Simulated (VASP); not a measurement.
Input of a VASP 6.6.1 run:

The input INCAR:

```
SYSTEM = C
PREC = Accurate ; ENCUT = 520
EDIFF = 1E-6 ; ISMEAR = 0
SIGMA = 0.01 ; LREAL = .FALSE.
LASPH = .TRUE. ; NELM = 80
ALGO = Normal ; ISIF = 2
LWAVE = .FALSE. ; LCHARG = .TRUE.
LELF = .TRUE. ; LVHAR = .TRUE.
NBANDS = 36
```

File KPOINTS:

```
regular mesh
0
G
  18 18 2
  0 0 0
```

The input POSCAR:

```
C
1.0
    2.3959115195      0.0000000000      0.0000000000
   -1.1979557597      2.0749202411      0.0000000000
    0.0000000000      0.0000000000     20.5889383704
C
12
Direct
    0.0000000000      0.0000000000      0.9196235452
    0.3333333333      0.6666666667      0.9196006469
    0.0000000000      0.0000000000      0.7470660197
    0.3333333333      0.6666666667      0.7470431214
    0.6666666667      0.3333333333      0.2529568786
    0.0000000000      0.0000000000      0.2529339803
    0.6666666667      0.3333333333      0.0803993531
    0.0000000000      0.0000000000      0.0803764548
    0.3333333333      0.6666666667      0.5862902119
    0.6666666667      0.3333333333      0.5862673136
    0.3333333333      0.6666666667      0.4137326864
    0.6666666667      0.3333333333      0.4137097881
```

Potentials or basis: VASP PAW LDA potentials, release 64 (C).

Launch:

```bash
$ cat potpaw_LDA.64/C/POTCAR > POTCAR
$ mpirun -np 1 vasp_std > vasp.out
```

(1) Predict the pressure.

## Answers

(1) 19.4 GPa.

Caveat: the cell differs from its parent crystal (biaxial strain in the a-b plane: -2.0 %, then relaxed in part); the cell stands under pressure.
